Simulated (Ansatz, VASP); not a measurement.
SnO2 in VASP and in Ansatz

INCAR

```
SYSTEM = SnO2
PREC     = Accurate       ! precision mode
ENCUT    = 520            ! plane-wave cutoff, eV
EDIFF    = 1E-7           ! SCF threshold, eV
ISMEAR   = 0              ! smearing method
SIGMA    = 0.05           ! smearing width, eV
LREAL    = .False.        ! projectors in reciprocal space
LASPH    = .True.         ! aspherical terms in the spheres
NELM     = 60             ! most SCF steps
ALGO     = Normal         ! electronic algorithm
ISIF     = 2              ! what is computed and relaxed
LWAVE    = .False.        ! write WAVECAR
LCHARG   = .False.        ! write CHGCAR
GGA      = PE             ! functional
NBANDS   = 35             ! bands
```

File KPOINTS:

```
regular mesh
0
Gamma
  6 6 8
  0 0 0
```

File POSCAR:

```
SnO2
1.0
    4.8277049966      0.0000000000      0.0000000000
    0.0000000000      4.8277049966      0.0000000000
    0.0000000000      0.0000000000      3.2379909407
Sn O
2 4
Direct
    0.0000000000      0.0000000000     -0.0270229292
    0.5000000000      0.5000000000      0.5000000000
    0.3066050867      0.3066050867      0.0000000000
    0.1933949133      0.8066050867      0.5000000000
    0.6933949133      0.6933949133      0.0000000000
    0.8066050867      0.1933949133      0.5000000000
```

Input for Ansatz:

```yaml
crystal:
  lattice:
    - [4.8277049966, 0.0, 0.0]
    - [0.0, 4.8277049966, 0.0]
    - [0.0, 0.0, 3.2379909407]
  atoms:
    - { symbol: Sn, position: [0.0, 0.0, -0.0270229292] }
    - { symbol: Sn, position: [0.5, 0.5, 0.5] }
    - { symbol: O, position: [0.3066050867, 0.3066050867, 0.0] }
    - { symbol: O, position: [0.1933949133, 0.8066050867, 0.5] }
    - { symbol: O, position: [0.6933949133, 0.6933949133, 0.0] }
    - { symbol: O, position: [0.8066050867, 0.1933949133, 0.5] }
basis:
  ecutwfc: 420
kpoints:
  mp_grid: { grid: [6, 6, 8] }
hamiltonian:
  xc: pbe
scf:
  occupations: { method: gaussian, width: 0.05 }
output:
  forces: true
  stress: true
  eigenvalues: true
```

Alike in both runs: task single point; functional PBE; k mesh 6 × 6 × 8; occupations gaussian, width 0.05 eV; no spin polarisation.

```csv
,VASP,Ansatz
version,VASP 6.6.1,Ansatz 0.2.0
potentials or method,"VASP PAW PBE potentials, release 64 (Sn_d, O), cutoff 520 eV","scalar-relativistic, plane waves, PAW"
valence electrons in the cell,52,52
```

Ansatz gave:

| Quantity | Value |
| --- | --- |
| gap on the k mesh at the Fermi level (eV) | 0.68 |
| least direct gap on the mesh (eV) | 0.68 |
| pressure (GPa) | 0.5 |
| traceless stress, the component that is largest in VASP (GPa) | -0.50 |
| rms of the force components (eV/Å) | 0.437 |

Task: What did VASP give for the same quantities?

Result: gap on the k mesh at the Fermi level (eV): 0.67; least direct gap on the mesh (eV): 0.67; pressure (GPa): 1.1; traceless stress, the component that is largest in VASP (GPa): -0.50; rms of the force components (eV/Å): 0.450.

Atom by atom the forces differ by 0.015 eV/Å (rms over components). With one functional, cell and mesh, what is left measures potentials, basis and numerics.
